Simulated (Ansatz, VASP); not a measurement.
## ZrN in VASP and in Ansatz

```xyz
2
Lattice="0.0000 2.2764 2.2764 2.2764 0.0000 2.2764 2.2764 2.2764 0.0000" Properties=species:S:1:pos:R:3 pbc="T T T"
Zr    2.2764    2.2764    2.2764
N     0.0000    0.0000    0.0000
```

Alike in both runs: functional PBEsol; k mesh 16 × 16 × 16; occupations gaussian, width 0.1 eV; no spin polarisation.

Ansatz relaxed the structure, and its values are those at the end. VASP's run is a single point on that final structure, the one shown.

```csv
,VASP,Ansatz
version,VASP 6.6.1,Ansatz 0.2.0
potentials or method,"VASP PAW PBE potentials, release 64 (Zr_sv, N), cutoff 600 eV","scalar-relativistic, plane waves, PAW"
valence electrons in the cell,17,17
```

```tsv
	VASP	Ansatz	Ansatz less VASP
gap on the k mesh at the Fermi level (eV)	none	none	-
pressure (GPa)	0.2	0.0	-0.18
```

VASP's potentials were made for PBE, not for PBEsol, and Ansatz warns of the same on its side. A gap of «none» marks a metal or a gap that the smearing closes. With one functional, cell and mesh, what is left measures potentials, basis and numerics.
